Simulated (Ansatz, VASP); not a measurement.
One calculation of AlN, two programs

File INCAR:

```
PREC = Accurate ; ENCUT = 520
EDIFF = 1E-7 ; ISMEAR = 0
SIGMA = 0.05 ; LREAL = F
LASPH = T ; NELM = 100
ALGO = Normal ; ISIF = 2
LWAVE = F ; LCHARG = T
GGA = PE ; LELF = T
LVHAR = T ; NBANDS = 26
```

Contents of KPOINTS:

```
regular mesh
0
Gamma
  8 6 4
```

POSCAR

```
AlN
1.0
   -3.3134793387      0.0000000000      0.0000000000
    0.0000000000      0.0000000000     -4.1875902400
    0.0000000000     -5.7391145645      0.0000000000
Al N
4 4
Direct
    0.5222123009      0.2269417053      0.1666666667
   -0.0222123009      0.2269417053      0.6666666667
    0.0222123009      0.7269417053      0.3333333333
    0.4777876991      0.7269417053      0.8333333333
    0.5214016404      0.7944169533      0.1666666667
   -0.0214016404      0.7944169533      0.6666666667
    0.0214016404      0.2944169533      0.3333333333
    0.4785983596      0.2944169533      0.8333333333
```

Input for Ansatz:

```yaml
crystal:
  lattice:
    - [-3.3134793387, 0.0, 0.0]
    - [0.0, 0.0, -4.18759024]
    - [0.0, -5.7391145645, 0.0]
  atoms:
    - { symbol: Al, position: [0.5222123009, 0.2269417053, 0.1666666667] }
    - { symbol: Al, position: [-0.0222123009, 0.2269417053, 0.6666666667] }
    - { symbol: Al, position: [0.0222123009, 0.7269417053, 0.3333333333] }
    - { symbol: Al, position: [0.4777876991, 0.7269417053, 0.8333333333] }
    - { symbol: "N", position: [0.5214016404, 0.7944169533, 0.1666666667] }
    - { symbol: "N", position: [-0.0214016404, 0.7944169533, 0.6666666667] }
    - { symbol: "N", position: [0.0214016404, 0.2944169533, 0.3333333333] }
    - { symbol: "N", position: [0.4785983596, 0.2944169533, 0.8333333333] }
basis:
  ecutwfc: 520.0
kpoints:
  mp_grid: { grid: [8, 6, 4] }
hamiltonian:
  xc: pbe
  pseudopotentials: { kind: paw, azcp: { folder: soft_1 } }
scf:
  occupations: { method: gaussian, width: 0.05 }
output:
  forces: true
  stress: true
  eigenvalues: true
  write_density: true
  write_potential: true
  elf: true
  volumetric_format: npy
```

Change from the starting cell: mode 4 frozen in at -0.074 Å and mode 5 at -0.186 Å (largest displacements).

Alike in both runs: task single point; functional PBE; k mesh 8 × 6 × 4; occupations gaussian, width 0.05 eV; no spin polarisation.

|  | VASP | Ansatz |
| --- | --- | --- |
| version | VASP 6.6.1 | Ansatz 0.2.0 |
| potentials or method | VASP PAW PBE potentials, release 64 (Al, N), cutoff 520 eV | scalar-relativistic, plane waves, PAW |
| valence electrons in the cell | 32 | 32 |

|  | VASP | Ansatz | Ansatz less VASP |
| --- | --- | --- | --- |
| gap on the k mesh at the Fermi level (eV) | 3.57 | 3.56 | -0.009 |
| least direct gap on the mesh (eV) | 3.57 | 3.56 | -0.009 |
| pressure (GPa) | 7.2 | 7.4 | +0.16 |
| traceless stress, the component that is largest in VASP (GPa) | 24.13 | 23.93 | -0.201 |
| rms of the force components (eV/Å) | 0.912 | 0.909 | -0.0032 |

Atom by atom the forces differ by 0.003 eV/Å (rms over components). With one functional, cell and mesh, what is left measures potentials, basis and numerics.
